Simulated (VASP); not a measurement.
# Si (I4/mmm) in VASP: further runs

Runs on Si. Level: PBEsol. Tasks: single point.

All numbers are computed with VASP 6.6.1; they aren't measurements. Logs are shortened: lines on timing, memory, paths and dates and some standing lists are left out, and cuts for length are marked.

## Step 1: The cell of the first run

Symmetry: I4/mmm, No. 139, tetragonal system. Conventional cell: a = 6.751 Å, b = 6.751 Å, c = 3.729 Å, α = 90.00°, β = 90.00°, γ = 90.00°. Within 3.0 Å of Si (site symmetry m2m) lie 4 Si at 2.31 to 2.41 Å.

## Step 2: Single point, PBEsol (strain +0.015 along x and y, -0.030 along z)

INCAR

```
SYSTEM = Si
PREC     = Accurate       ! precision mode
ENCUT    = 520            ! plane-wave cutoff, eV
EDIFF    = 1E-7           ! SCF threshold, eV
ISMEAR   = 0              ! smearing method
SIGMA    = 0.03           ! smearing width, eV
LREAL    = .FALSE.        ! projectors in reciprocal space
LASPH    = .TRUE.         ! aspherical terms in the spheres
NELM     = 80             ! most SCF steps
ALGO     = Normal         ! electronic algorithm
ISIF     = 2              ! what is computed and relaxed
LWAVE    = .FALSE.        ! write WAVECAR
LCHARG   = .FALSE.        ! write CHGCAR
GGA      = PS             ! functional
NBANDS   = 16             ! bands
```

KPOINTS

```
Automatic mesh
0
G
  10 10 10
  0 0 0
```

POSCAR

```
Si
1.0
   -3.3753259543      3.3753259543      1.8647140902
    3.3753259543     -3.3753259543      1.8647140902
    3.3753259543      3.3753259543     -1.8647140902
Si
4
Direct
    0.1788010600      0.1788010600      0.3576021200
    0.8211989400      0.8211989400      0.6423978800
    0.1788010600      0.8211989400      0.0000000000
    0.8211989400      0.1788010600      0.0000000000
```

Potentials or basis: VASP PAW PBE potentials, release 64 (Si).

Started as:

```sh
cat potpaw_PBE.64/Si/POTCAR > POTCAR
mpirun -np 1 vasp_std > vasp.out
```

OUTCAR:

```text
SYSTEM = Si
   PREC = Accurate
   ENCUT = 520
   EDIFF = 1E-7
   ISMEAR = 0
   LREAL = .FALSE.
   LASPH = .TRUE.
   NELM = 80
   ISIF = 2
   GGA = PS

 ion  position               nearest neighbor table
   1  0.179  0.179  0.358-   2 2.31   2 2.31   3 2.41   4 2.41
   2  0.821  0.821  0.642-   1 2.31   1 2.31   4 2.41   3 2.41
   3  0.179  0.821  0.000-   4 2.31   4 2.31   2 2.41   1 2.41
   4  0.821  0.179  0.000-   3 2.31   3 2.31   2 2.41   1 2.41

  LATTYP: Found a body centered tetragonal cell.
 ALAT       =     6.7506519086
 C/A-ratio  =     0.5524545230

  Lattice vectors:

 A1 = (  -3.3753259543,   3.3753259543,   1.8647140902)
 A2 = (   3.3753259543,  -3.3753259543,   1.8647140902)
 A3 = (   3.3753259543,   3.3753259543,  -1.8647140902)

Analysis of symmetry for initial positions (statically):
=====================================================================
 Subroutine PRICEL returns:
 Original cell was already a primitive cell.

 Routine SETGRP: Setting up the symmetry group for a
 body centered tetragonal supercell.

 Subroutine GETGRP returns: Found 16 space group operations
 (whereof 16 operations were pure point group operations)
 out of a pool of 16 trial point group operations.

The static configuration has the point symmetry D_4h.

Analysis of symmetry for dynamics (positions and initial velocities):
=====================================================================
 Subroutine PRICEL returns:
 Original cell was already a primitive cell.

 Routine SETGRP: Setting up the symmetry group for a
 body centered tetragonal supercell.

 Subroutine GETGRP returns: Found 16 space group operations
 (whereof 16 operations were pure point group operations)
 out of a pool of 16 trial point group operations.

The dynamic configuration has the point symmetry D_4h.

 Subroutine INISYM returns: Found 16 space group operations
 (whereof 16 operations are pure point group operations),
 and found     1 'primitive' translations

----------------------------------------------------------------------------------------

                                     Primitive cell

  volume of cell :      84.9774

  direct lattice vectors                    reciprocal lattice vectors
    -3.375325954  3.375325954  1.864714090     0.000000000  0.148133842  0.268137621
     3.375325954 -3.375325954  1.864714090     0.148133842  0.000000000  0.268137621
     3.375325954  3.375325954 -1.864714090     0.148133842  0.148133842  0.000000000

  length of vectors
     5.124725284  5.124725284  5.124725284     0.306335468  0.306335468  0.209492888

  position of ions in fractional coordinates (direct lattice)
     0.178801060  0.178801060  0.357602120
     0.821198940  0.821198940  0.642397880
     0.178801060  0.821198940  0.000000000
     0.821198940  0.178801060  0.000000000

  ion indices of the primitive-cell ions
   primitive index   ion index
                 1           1
                 2           2
                 3           3
                 4           4

----------------------------------------------------------------------------------------

 KPOINTS: Automatic mesh

Automatic generation of k-mesh.
 Grid dimensions read from file:
 generate k-points for:   10   10   10

 Generating k-lattice:

  Cartesian coordinates                     Fractional coordinates (reciprocal lattice)
     0.000000000  0.014813384  0.026813762     0.100000000  0.000000000  0.000000000
     0.014813384  0.000000000  0.026813762     0.000000000  0.100000000  0.000000000
     0.014813384  0.014813384  0.000000000     0.000000000  0.000000000  0.100000000

  Length of vectors
     0.030633547  0.030633547  0.020949289

  Shift w.r.t. Gamma in fractional coordinates (k-lattice)
     0.000000000  0.000000000  0.000000000

 Subroutine IBZKPT returns following result:
 ===========================================

 Found    102 irreducible k-points:

 Following reciprocal coordinates:
            Coordinates               Weight
  0.000000  0.000000  0.000000      1.000000
  0.100000  0.000000 -0.000000      8.000000
  0.200000  0.000000 -0.000000      8.000000
  0.300000  0.000000  0.000000      8.000000
  0.400000 -0.000000  0.000000      8.000000
  0.500000  0.000000  0.000000      4.000000
[... 16 lines left out ...]
  0.300000  0.300000  0.000000      8.000000
  0.400000  0.300000  0.000000     16.000000
 [... further k-points ...]
   k-points           NKPTS =    102   k-points in BZ     NKDIM =    102   number of bands    NBANDS=     16
   number of dos      NEDOS =    301   number of ions     NIONS =      4
   total plane-waves  NPLWV =  64000
   dimension x,y,z NGX =    40 NGY =   40 NGZ =   40
   dimension x,y,z NGXF=    80 NGYF=   80 NGZF=   80
   ions per type =               4
   NGX,Y,Z   is equivalent  to a cutoff of  12.98, 12.98, 12.98 a.u.
   NGXF,Y,Z  is equivalent  to a cutoff of  25.95, 25.95, 25.95 a.u.
 SYSTEM =  Si
   PREC   = accura    normal or accurate (medium, high low for compatibility)
   ISTART =      0    job   : 0-new  1-cont  2-samecut
   ICHARG =      2    charge: 1-file 2-atom 10-const
   ISPIN  =      1    spin polarized calculation?
   LNONCOLLINEAR =      F non collinear calculations
   LSORBIT =      F    spin-orbit coupling
   LASPH  =      T    aspherical Exc in radial PAW
   ENCUT  =  520.0 eV  38.22 Ry    6.18 a.u.   9.53  9.53  9.53*2*pi/ulx,y,z
   NELM   =     80;   NELMIN=  2; NELMDL= -5     # of ELM steps
   EDIFF  = 0.1E-06   stopping-criterion for ELM
   LREAL  =      F    real-space projection
   EDIFFG = 0.1E-05   stopping-criterion for IOM
   NSW    =      0    number of steps for IOM
   IBRION =     -1    ionic relax: 0-MD 1-quasi-New 2-CG
   NFREE  =      0    steps in history (QN), initial steepest desc. (CG)
   ISIF   =      2    stress and relaxation
   ISYM   =      2    0-nonsym 1-usesym 2-fastsym
   POTIM  = 0.5000    time-step for ionic-motion
   TEBEG  =    0.0;   TEEND  =   0.0 temperature during run
   PSTRESS=    0.0 pullay stress
   NELECT =      16.0000    total number of electrons
   NUPDOWN=      -1.0000    fix difference up-down
   EMIN   =  10.00;   EMAX   =-10.00  energy-range for DOS
   EFERMI =   0.00;   METHOD = LEGACY
   ISMEAR =     0;   SIGMA  =   0.03  broadening in eV -4-tet -1-fermi 0-gaus
   EFERMI_NEDOS =   21; number of points for ismear=-14 and -15
   IALGO  =     38    algorithm
   IMIX   =      4    mixing-type and parameters
     AMIX     =   0.40;   BMIX     =  1.00
     AMIX_MAG =   1.60;   BMIX_MAG =  1.00
  volume/ion in A,a.u.               =      21.24       143.36
  Fermi-wavevector in a.u.,A,eV,Ry     =   0.938311  1.773151 11.978951  0.880428
  Thomas-Fermi vector in A             =   2.065510
   LORBIT       =      0    0 simple, 1 ext, 2 COOP (PROOUT), +10 PAW based schemes
   GGA     = PS    functional components
   LHFCALC =     F    Hartree Fock is set to
   AEXX    =    0.0000 exact exchange contribution
   IVDW    =     0    specifies the selected vdW correction
   LEPSILON=     F    determine dielectric tensor
   LRPA    =     F    only Hartree local field effects (RPA)
 non-spin polarized calculation
 Gauss-broadening in eV      SIGMA  =   0.03
  energy-cutoff  :      520.00
  volume of cell :       84.98
 maximum number of plane-waves:      2315
 NGX is ok and might be reduce to    40
   NGX = 19   NGY = 19   NGZ = 19

 number of electron      16.0000000 magnetization

 Free energy of the ion-electron system (eV)
  ---------------------------------------------------
  ext. energy  EPLUGINS =         0.00000000
  ---------------------------------------------------
  free energy    TOTEN  =       -22.48295470 eV

  energy without entropy =      -22.48295470  energy(sigma->0) =      -22.48295470

 E-fermi :   5.4383     XC(G=0):  -9.2352

 val. band max:        5.3220504915   @ k =   0.5000   0.5000   0.5000
 cond. band min:       5.6232817489   @ k =   0.3000   0.2000   0.2000
 fundamental gap:      0.3012312574
 Fermi energy:         5.4383441471

 k-point     1 :       0.0000    0.0000    0.0000
  band No.  band energies     occupation
      1      -6.6635      2.00000
      2      -2.7422      2.00000
      3      -0.2028      2.00000
      4      -0.2028      2.00000
      5       1.6172      2.00000
      6       4.1437      2.00000
[... 8 lines left out ...]
     15      11.2338      0.00000
     16      12.2029      0.00000

 k-point     2 :       0.1000    0.0000   -0.0000
  band No.  band energies     occupation
      1      -6.5460      2.00000
      2      -2.7421      2.00000
      3      -0.3185      2.00000
      4      -0.0376      2.00000
      5       1.7226      2.00000
      6       3.4507      2.00000
[... 8 lines left out ...]
     15      10.5777      0.00000
     16      12.8780      0.00000

 k-point     3 :       0.2000    0.0000   -0.0000
  band No.  band energies     occupation
      1      -6.1987      2.00000
      2      -2.6980      2.00000
      3      -0.6624      2.00000
      4       0.2693      2.00000
      5       1.8978      2.00000
      6       2.2713      2.00000
[... 8 lines left out ...]
     15      10.5609      0.00000
     16      12.1430      0.00000

 k-point     4 :       0.3000    0.0000    0.0000
  band No.  band energies     occupation
      1      -5.6426      2.00000
      2      -2.5433      2.00000
      3      -1.3243      2.00000
      4       0.0995      2.00000
      5       1.4006      2.00000
      6       1.9858      2.00000
[... 8 lines left out ...]
     15      12.0436      0.00000
     16      12.2937      0.00000
[... 324 lines left out ...]
 k-point    22 :      -0.2000    0.2000    0.0000
  band No.  band energies     occupation
      1      -6.4520      2.00000
      2      -3.4238      2.00000
      3      -0.1971      2.00000
      4      -0.0329      2.00000
      5       2.4855      2.00000
      6       3.8041      2.00000
[... 8 lines left out ...]
     15      11.6508      0.00000
     16      12.9498      0.00000

 k-point    23 :       0.3000    0.3000    0.0000
  band No.  band energies     occupation
      1      -4.4397      2.00000
      2      -3.2476      2.00000
      3      -2.3545      2.00000
      4      -0.3131      2.00000
      5       0.8559      2.00000
      6       2.5866      2.00000
[... 8 lines left out ...]
     15      11.4890      0.00000
     16      13.2715      0.00000

 k-point    24 :       0.4000    0.3000    0.0000
  band No.  band energies     occupation
      1      -4.9142      2.00000
      2      -3.8665      2.00000
      3      -1.6364      2.00000
      4       0.4079      2.00000
      5       1.1245      2.00000
      6       2.3881      2.00000
[... 8 lines left out ...]
     15      11.6479      0.00000
     16      12.4615      0.00000

 [... further k-points ...]
[... 5 lines left out ...]
  --------------------------------------------------------------------------------------
  -------------------------------------------------------------------------------------
  Total       -1.3390839     -1.3390839      2.9147158      0.0000000      0.0000000     -0.0000000
  in kB      -25.2472849    -25.2472849     54.9544810      0.0000000      0.0000000     -0.0000000
  external PRESSURE =       1.4866371 kB  Pullay stress =       0.0000000 kB

 VOLUME and BASIS-vectors are now :
 -----------------------------------------------------------------------------
  energy-cutoff  :      520.00
  volume of cell :       84.98
      direct lattice vectors                 reciprocal lattice vectors
    -3.375325954  3.375325954  1.864714090     0.000000000  0.148133842  0.268137621
     3.375325954 -3.375325954  1.864714090     0.148133842  0.000000000  0.268137621
     3.375325954  3.375325954 -1.864714090     0.148133842  0.148133842  0.000000000

 POSITION                                       TOTAL-FORCE (eV/Angst)
 -----------------------------------------------------------------------------------
      1.20702      1.20702     -0.00000        -0.357961     -0.357961      0.000000
      2.16830      2.16830      1.86471         0.357961      0.357961     -0.000000
      2.16830     -2.16830      1.86471         0.357961     -0.357961     -0.000000
     -2.16830      2.16830      1.86471        -0.357961      0.357961     -0.000000
 -----------------------------------------------------------------------------------
    total drift:                               -0.000000     -0.000000      0.000000

  FREE ENERGIE OF THE ION-ELECTRON SYSTEM (eV)
  ---------------------------------------------------
  free  energy   TOTEN  =       -22.4829546986 eV

  energy  without entropy=      -22.4829546986  energy(sigma->0) =      -22.48295470
```

Wall time 2.2 min (1 thread of Intel Xeon 6975P-C, shared host); peak memory 0.28 GiB.

Results:

```yaml
Free_energy: -22.4830 eV
Pressure: 0.1 GPa
Largest_force: 0.506 eV/Å
Band_gap_on_the_k_mesh: 0.30 eV, indirect (least direct gap 0.84 eV)
```

Forces in eV/Å, atoms in the order of the input:
```
Si  -0.358 -0.358  0.000
Si   0.358  0.358  0.000
Si   0.358 -0.358  0.000
Si  -0.358  0.358  0.000
```

Stress tensor (GPa, compression positive):
```
-2.52  0.00  0.00
 0.00 -2.52  0.00
 0.00  0.00  5.50
```

Caveat: the cell differs from its parent crystal (strain +0.015 along x and y, -0.030 along z); the PAW data sets were made with another functional, which shifts forces and pressure a little. A k mesh can miss the band edges.

## Step 3: Single point, PBEsol (strain +0.000 along x and y, +0.015 along z)

INCAR

```
PREC     = Accurate       # precision mode
ENCUT    = 520            # plane-wave cutoff, eV
EDIFF    = 1E-7           # SCF threshold, eV
ISMEAR   = 0              # smearing method
SIGMA    = 0.03           # smearing width, eV
LREAL    = False          # projectors in reciprocal space
LASPH    = True           # aspherical terms in the spheres
NELM     = 80             # most SCF steps
ALGO     = Normal         # electronic algorithm
ISIF     = 2              # what is computed and relaxed
LWAVE    = False          # write WAVECAR
LCHARG   = False          # write CHGCAR
GGA      = PS             # functional
NBANDS   = 16             # bands
```

KPOINTS

```
regular mesh
0
Gamma
  10 10 10
```

POSCAR

```
Si
1.0
   -3.3254442900      3.3254442900      1.9512214449
    3.3254442900     -3.3254442900      1.9512214449
    3.3254442900      3.3254442900     -1.9512214449
Si
4
Direct
    0.1788010600      0.1788010600      0.3576021200
    0.8211989400      0.8211989400      0.6423978800
    0.1788010600      0.8211989400      0.0000000000
    0.8211989400      0.1788010600      0.0000000000
```

Potentials or basis: VASP PAW PBE potentials, release 64 (Si).

Started as:

```sh
cat potpaw_PBE.64/Si/POTCAR > POTCAR
mpirun -np 1 vasp_std > vasp.out
```

Run time: 2.2 min. Hardware: 1 thread of Intel Xeon 6975P-C, shared host; peak memory 0.28 GiB.

Results (log left out):

```yaml
Free_energy: -22.5314 eV
Pressure: -1.5 GPa
Largest_force: 0.125 eV/Å
Band_gap_on_the_k_mesh: 0.13 eV, direct
```

Forces on the atoms (eV/Å):
```
Si   0.088  0.088  0.000
Si  -0.088 -0.088  0.000
Si  -0.088  0.088  0.000
Si   0.088 -0.088  0.000
```

Stress tensor (GPa, compression positive):
```
-0.58  0.00  0.00
 0.00 -0.58  0.00
 0.00  0.00 -3.31
```

Levels at points of the mesh, in eV from the valence-band top:
```tsv
k point	band 5	band 6	band 7	band 8	band 9	band 10	band 11	band 12
(0.00, 0.00, 0.00)	-3.77	-1.57	-1.57	-0.60	1.24	1.48	1.48	2.21
(0.50, 0.00, 0.00)	-4.34	-3.51	-2.41	-1.39	0.77	2.33	2.96	3.43
(0.50, 0.50, 0.00)	-2.82	-2.10	-1.84	-1.71	1.38	1.71	1.88	3.94
(0.50, 0.50, 0.50)	-3.05	-0.27	0.00	0.00	0.13	2.93	3.54	4.06
```

Caveat: the cell differs from its parent crystal (strain +0.000 along x and y, +0.015 along z); the PAW data sets were made with another functional, which shifts forces and pressure a little.

## Step 4: Single point, PBEsol (strain +0.015 along x and y, -0.015 along z)

INCAR

```
SYSTEM = Si
PREC = Accurate
ENCUT = 520
EDIFF = 1E-6
ISMEAR = 0
SIGMA = 0.03
LREAL = .FALSE.
LASPH = .TRUE.
NELM = 80
ALGO = Normal
ISIF = 2
LWAVE = .FALSE.
LCHARG = .FALSE.
GGA = PS
NBANDS = 16
```

KPOINTS

```
Automatic mesh
0
G
  10 10 10
  0 0 0
```

POSCAR

```
Si
1.0
   -3.3753259543      3.3753259543      1.8935498751
    3.3753259543     -3.3753259543      1.8935498751
    3.3753259543      3.3753259543     -1.8935498751
Si
4
Direct
    0.1788010600      0.1788010600      0.3576021200
    0.8211989400      0.8211989400      0.6423978800
    0.1788010600      0.8211989400      0.0000000000
    0.8211989400      0.1788010600      0.0000000000
```

Started as:

```sh
cat potpaw_PBE.64/Si/POTCAR > POTCAR
mpirun -np 1 vasp_std > vasp.out
```

Run time: 2 min. Hardware: 1 thread of Intel Xeon 6975P-C, shared host; peak memory 0.28 GiB.

It converged, with:

```
Free energy            : -22.5137 eV
Pressure               : -1.3 GPa
Largest force          : 0.341 eV/Å
Band gap on the k mesh : 0.32 eV, indirect (least direct gap 0.66 eV)
```

Forces on the atoms (eV/Å):
```
Si  -0.241 -0.241  0.000
Si   0.241  0.241  0.000
Si   0.241 -0.241  0.000
Si  -0.241  0.241  0.000
```

Stress tensor (GPa, compression positive):
```
-2.94  0.00  0.00
 0.00 -2.94  0.00
 0.00  0.00  2.04
```

Levels at points of the mesh, in eV from the valence-band top:
```tsv
k point	band 4	band 5	band 6	band 7	band 8	band 9	band 10	band 11	band 12	band 13
(0.00, 0.00, 0.00)	-5.51	-3.68	-1.28	-1.28	-0.45	1.44	1.44	1.70	2.43	2.43
(0.50, 0.00, 0.00)	-6.15	-4.27	-3.42	-2.26	-1.45	0.79	2.21	2.93	3.45	4.01
(0.50, 0.50, 0.00)	-4.88	-2.81	-1.97	-1.74	-1.39	1.84	1.89	2.11	3.80	4.44
(0.50, 0.50, 0.50)	-4.93	-2.63	-0.10	0.00	0.00	0.66	3.04	3.18	3.92	4.66
```

Caveat: the cell differs from its parent crystal (strain +0.015 along x and y, -0.015 along z); the PAW data sets were made with another functional, which shifts forces and pressure a little.

## Step 5: Overview

```csv
cell,gap on the mesh (eV),pressure (GPa),largest force (eV/Å)
"a = 5.125 Å, angles 97.6, 97.6, 137.3°, 4 atoms",0.30,0.1,0.51
"a = 5.092 Å, angles 98.4, 98.4, 134.9°, 4 atoms",0.13,-1.5,0.13
"a = 5.135 Å, angles 97.8, 97.8, 136.7°, 4 atoms",0.32,-1.3,0.34
```

Alike in all rows: task single point; level PBEsol; potentials or basis VASP PAW PBE potentials, release 64 (Si); no spin polarisation; k mesh 10 × 10 × 10; cutoff (eV) 520; smearing gaussian 0.03 eV.

Caveats: the PAW data sets were made with another functional, which shifts forces and pressure a little.

Absolute energies hang on the potentials; compare differences alone.
